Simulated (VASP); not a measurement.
# Hf2N (P4_2/mnm) in VASP: further runs

Hf2N is run at these levels: r2SCAN; tasks: single point.

All numbers are computed with VASP 6.6.1; they aren't measurements. Logs are shortened: lines on timing, memory, paths and dates and some standing lists are left out, and cuts for length are marked.

### 1 The cell of the first run

The structure is tetragonal, space group P4_2/mnm (No. 136). Conventional cell: a = 5.313 Å, b = 5.313 Å, c = 3.242 Å, α = 90.00°, β = 90.00°, γ = 90.00°. Hf (site symmetry m2m) has 3 N at 2.22 to 2.23 Å within 2.9 Å. N (site symmetry mmm) has 6 Hf at 2.22 to 2.23 Å within 2.9 Å.

### 2 Single point, r2SCAN

File POSCAR:

```
Hf2N
1.0
    5.3131240200      0.0000000000      0.0000000000
    0.0000000000      5.3131240200      0.0000000000
    0.0000000000      0.0000000000      3.2420983900
Hf N
4 2
Direct
    0.2955363700      0.2955363700      0.0000000000
    0.7044636300      0.7044636300      0.0000000000
    0.7955363700      0.2044636300      0.5000000000
    0.2044636300      0.7955363700      0.5000000000
    0.0000000000      0.0000000000      0.0000000000
    0.5000000000      0.5000000000      0.5000000000
```

File INCAR.step1:

```
PREC     = Accurate       # precision mode
ENCUT    = 520            # plane-wave cutoff, eV
ISMEAR   = 0              # smearing method
SIGMA    = 0.05           # smearing width, eV
LREAL    = False          # projectors in reciprocal space
LASPH    = True           # aspherical terms in the spheres
NELM     = 60             # most SCF steps
NBANDS   = 34             # bands
GGA      = PE             # functional
ALGO     = Normal         # electronic algorithm
EDIFF    = 1E-4           # SCF threshold, eV
LWAVE    = True           # write WAVECAR
LCHARG   = False          # write CHGCAR
```

File INCAR.step2:

```
PREC     = Accurate       # precision mode
ENCUT    = 520            # plane-wave cutoff, eV
EDIFF    = 1E-6           # SCF threshold, eV
ISMEAR   = 0              # smearing method
SIGMA    = 0.05           # smearing width, eV
LREAL    = False          # projectors in reciprocal space
LASPH    = True           # aspherical terms in the spheres
NELM     = 60             # most SCF steps
ALGO     = Normal         # electronic algorithm
ISIF     = 2              # what is computed and relaxed
LWAVE    = False          # write WAVECAR
LCHARG   = True           # write CHGCAR
METAGGA  = R2SCAN         # meta-GGA
LMIXTAU  = True         
LELF     = True           # ELF
LVHAR    = True         
NBANDS   = 34             # bands
ISTART   = 1
```

File KPOINTS:

```
regular mesh
0
Gamma
  4 4 6
```

Potentials or basis: VASP PAW PBE potentials, release 64 (Hf_pv, N).

Command:

```
$ cat potpaw_PBE.64/Hf_pv/POTCAR potpaw_PBE.64/N/POTCAR > POTCAR
$ cp INCAR.step1 INCAR
$ mpirun -np 1 vasp_std > vasp.out
$ cp INCAR.step2 INCAR
$ mpirun -np 1 vasp_std > vasp.out
```

OUTCAR:

```text
PREC = Accurate
   ENCUT = 520
   EDIFF = 1E-6
   ISMEAR = 0
   LREAL = False
   LASPH = True
   NELM = 60
   ISIF = 2
   METAGGA = R2SCAN
   ISTART = 1

 ion  position               nearest neighbor table
   1  0.296  0.296  0.000-   5 2.22   6 2.23   6 2.23   2 3.07   4 3.15   3 3.15   4 3.15   3 3.15
                             4 3.15   4 3.15   3 3.15   3 3.15   2 3.82   2 3.82
   2  0.704  0.704  0.000-   5 2.22   6 2.23   6 2.23   1 3.07   4 3.15   3 3.15   4 3.15   3 3.15
                             3 3.15   3 3.15   4 3.15   4 3.15   1 3.82   1 3.82
   3  0.796  0.204  0.500-   6 2.22   5 2.23   5 2.23   4 3.07   1 3.15   1 3.15   2 3.15   2 3.15
                             2 3.15   2 3.15   1 3.15   1 3.15   4 3.82   4 3.82
   4  0.204  0.796  0.500-   6 2.22   5 2.23   5 2.23   3 3.07   1 3.15   1 3.15   2 3.15   2 3.15
                             1 3.15   1 3.15   2 3.15   2 3.15   3 3.82   3 3.82
   5  0.000  0.000  0.000-   1 2.22   2 2.22   3 2.23   4 2.23   3 2.23   4 2.23
   6  0.500  0.500  0.500-   3 2.22   4 2.22   1 2.23   2 2.23   1 2.23   2 2.23

  LATTYP: Found a simple tetragonal cell.
 ALAT       =     5.3131240200
 C/A-ratio  =     0.6102056677

  Lattice vectors:

 A1 = (   5.3131240200,   0.0000000000,   0.0000000000)
 A2 = (   0.0000000000,   5.3131240200,   0.0000000000)
 A3 = (   0.0000000000,   0.0000000000,   3.2420983900)

Analysis of symmetry for initial positions (statically):
=====================================================================
 Subroutine PRICEL returns:
 Original cell was already a primitive cell.

 Routine SETGRP: Setting up the symmetry group for a
 simple tetragonal supercell.

 Subroutine GETGRP returns: Found 16 space group operations
 (whereof  8 operations were pure point group operations)
 out of a pool of 16 trial point group operations.

The static configuration has the point symmetry D_2h.
 The point group associated with its full space group is D_4h.

Analysis of symmetry for dynamics (positions and initial velocities):
=====================================================================
 Subroutine PRICEL returns:
 Original cell was already a primitive cell.

 Routine SETGRP: Setting up the symmetry group for a
 simple tetragonal supercell.

 Subroutine GETGRP returns: Found 16 space group operations
 (whereof  8 operations were pure point group operations)
 out of a pool of 16 trial point group operations.

The dynamic configuration has the point symmetry D_2h.
 The point group associated with its full space group is D_4h.

 Subroutine INISYM returns: Found 16 space group operations
 (whereof  8 operations are pure point group operations),
 and found     1 'primitive' translations

[... 107 lines left out ...]
   ISIF   =      2    stress and relaxation
   ISYM   =      2    0-nonsym 1-usesym 2-fastsym
   POTIM  = 0.5000    time-step for ionic-motion
   TEBEG  =    0.0;   TEEND  =   0.0 temperature during run
   PSTRESS=    0.0 pullay stress
   NELECT =      50.0000    total number of electrons
   NUPDOWN=      -1.0000    fix difference up-down
   EMIN   =  10.00;   EMAX   =-10.00  energy-range for DOS
   EFERMI =   0.00;   METHOD = LEGACY
   ISMEAR =     0;   SIGMA  =   0.05  broadening in eV -4-tet -1-fermi 0-gaus
   EFERMI_NEDOS =   21; number of points for ismear=-14 and -15
   IALGO  =     38    algorithm
   IMIX   =      4    mixing-type and parameters
     AMIX     =   0.40;   BMIX     =  1.00
     AMIX_MAG =   1.60;   BMIX_MAG =  1.00
  volume/ion in A,a.u.               =      15.25       102.94
  Fermi-wavevector in a.u.,A,eV,Ry     =   1.338308  2.529036 24.368970  1.791069
  Thomas-Fermi vector in A             =   2.466789
   LORBIT       =      0    0 simple, 1 ext, 2 COOP (PROOUT), +10 PAW based schemes
   METAGGA = R2SCAN    functional components
   LHFCALC =     F    Hartree Fock is set to
   AEXX    =    0.0000 exact exchange contribution
   IVDW    =     0    specifies the selected vdW correction
   LEPSILON=     F    determine dielectric tensor
   LRPA    =     F    only Hartree local field effects (RPA)
 non-spin polarized calculation
 Gauss-broadening in eV      SIGMA  =   0.05
  energy-cutoff  :      520.00
  volume of cell :       91.52
 maximum number of plane-waves:      2496
 NGX is ok and might be reduce to    40
   NGX = 19   NGY = 19   NGZ = 13

 number of electron      50.0000008 magnetization

 Free energy of the ion-electron system (eV)
  ---------------------------------------------------
  ext. energy  EPLUGINS =         0.00000000
  ---------------------------------------------------
  free energy    TOTEN  =      -207.34481443 eV

  energy without entropy =     -207.34205842  energy(sigma->0) =     -207.34343642

 E-fermi :   5.8463     XC(G=0): -12.8526

 val. band max:        5.8188033647   @ k =   0.2500   0.2500   0.1667
 cond. band min:       5.8935044351   @ k =   0.2500   0.2500   0.3333
 fundamental gap:      0.0747010704
 Fermi energy:         5.8462520907

 k-point     1 :       0.0000    0.0000    0.0000
  band No.  band energies     occupation
      1     -26.4884      2.00000
      2     -26.0046      2.00000
      3     -25.9254      2.00000
      4     -25.9254      2.00000
      5     -25.6895      2.00000
      6     -25.5404      2.00000
[... 877 lines left out ...]
     33      11.8986      0.00000
     34      11.8986      0.00000

------------------------ aborting loop because EDIFF is reached ----------------------------------------

  FORCE on cell =-STRESS in cart. coord.  units (eV):
  Direction    XX          YY          ZZ          XY          YZ          ZX
  --------------------------------------------------------------------------------------
  -------------------------------------------------------------------------------------
  Total        0.0486481      0.0486481     -0.2331377     -0.0000000      0.0000000      0.0000000
  in kB        0.8516282      0.8516282     -4.0812863     -0.0000000      0.0000000      0.0000000
  external PRESSURE =      -0.7926766 kB  Pullay stress =       0.0000000 kB

 VOLUME and BASIS-vectors are now :
 -----------------------------------------------------------------------------
  energy-cutoff  :      520.00
  volume of cell :       91.52
      direct lattice vectors                 reciprocal lattice vectors
     5.313124020  0.000000000  0.000000000     0.188213186  0.000000000  0.000000000
     0.000000000  5.313124020  0.000000000     0.000000000  0.188213186  0.000000000
     0.000000000  0.000000000  3.242098390     0.000000000  0.000000000  0.308442212

 POSITION                                       TOTAL-FORCE (eV/Angst)
 -----------------------------------------------------------------------------------
      1.57022      1.57022      0.00000        -0.080567     -0.080567     -0.000000
      3.74290      3.74290      0.00000         0.080567      0.080567      0.000000
      4.22678      1.08634      1.62105        -0.080567      0.080567      0.000000
      1.08634      4.22678      1.62105         0.080567     -0.080567      0.000000
      0.00000      0.00000      0.00000         0.000000      0.000000      0.000000
      2.65656      2.65656      1.62105         0.000000      0.000000      0.000000
 -----------------------------------------------------------------------------------
    total drift:                                0.000000      0.000000      0.000000

  FREE ENERGIE OF THE ION-ELECTRON SYSTEM (eV)
  ---------------------------------------------------
  free  energy   TOTEN  =      -207.3448144258 eV

  energy  without entropy=     -207.3420584220  energy(sigma->0) =     -207.34343642
```

OUTCAR.step1:

```text
PREC = Accurate
   ENCUT = 520
   ISMEAR = 0
   LREAL = False
   LASPH = True
[... 1128 lines left out ...]
      4.22678      1.08634      1.62105        -0.101413      0.101413     -0.000000
      1.08634      4.22678      1.62105         0.101413     -0.101413      0.000000
      0.00000      0.00000      0.00000         0.000000     -0.000000     -0.000000
      2.65656      2.65656      1.62105         0.000000     -0.000000     -0.000000
 -----------------------------------------------------------------------------------
    total drift:                                0.000000      0.000000      0.000000

  FREE ENERGIE OF THE ION-ELECTRON SYSTEM (eV)
  ---------------------------------------------------
  free  energy   TOTEN  =       -63.8589159617 eV

  energy  without entropy=      -63.8562814098  energy(sigma->0) =      -63.85759869
```

OSZICAR.step1:

```text
N       E                     dE             d eps       ncg     rms          rms(c)
DAV:   1     0.221292252335E+03    0.22129E+03   -0.27817E+04  1640   0.145E+03
DAV:   2    -0.565367391814E+02   -0.27783E+03   -0.26583E+03  2024   0.355E+02
DAV:   3    -0.707773689035E+02   -0.14241E+02   -0.13776E+02  2120   0.589E+01
DAV:   4    -0.710167600060E+02   -0.23939E+00   -0.23826E+00  2006   0.796E+00
DAV:   5    -0.710215332976E+02   -0.47733E-02   -0.47662E-02  2062   0.954E-01    0.101E+02
DAV:   6    -0.642319548334E+02    0.67896E+01   -0.37687E+01  1928   0.247E+01    0.722E+01
DAV:   7    -0.640261832540E+02    0.20577E+00   -0.52261E+00  1926   0.106E+01    0.215E+01
DAV:   8    -0.638709034584E+02    0.15528E+00   -0.66603E-01  2016   0.373E+00    0.299E+00
DAV:   9    -0.638650454520E+02    0.58580E-02   -0.18209E-01  1920   0.180E+00    0.328E+00
DAV:  10    -0.638593925371E+02    0.56529E-02   -0.50568E-02  1980   0.943E-01    0.131E+00
DAV:  11    -0.638590051205E+02    0.38742E-03   -0.63069E-03  1976   0.363E-01    0.502E-01
DAV:  12    -0.638589159617E+02    0.89159E-04   -0.32858E-04  1582   0.890E-02
   1 F= -.63858916E+02 E0= -.63857599E+02  d E =-.263455E-02
```

Run time: 1.8 min. Hardware: 1 thread of Intel Xeon 6975P-C (Granite Rapids), shared host; peak memory 0.22 GiB.

Results:

- Free energy: -207.3448 eV
- Pressure: -0.1 GPa
- Largest force: 0.114 eV/Å
- Band gap on the k mesh: zero (bands 25 and 26 overlap by 2.77 eV)

Forces in eV/Å, atoms in the order of the input:
```
Hf  -0.081 -0.081  0.000
Hf   0.081  0.081  0.000
Hf  -0.081  0.081  0.000
Hf   0.081 -0.081  0.000
N    0.000  0.000  0.000
N    0.000  0.000  0.000
```

Caveat: the PAW data sets were made with another functional, which shifts forces and pressure a little; spin-orbit coupling is left out, which moves the levels of the heavy elements.

(Continued in part 2 of 2.)

The gap in the log of VASP goes by the Fermi energy; the results here count the filled bands.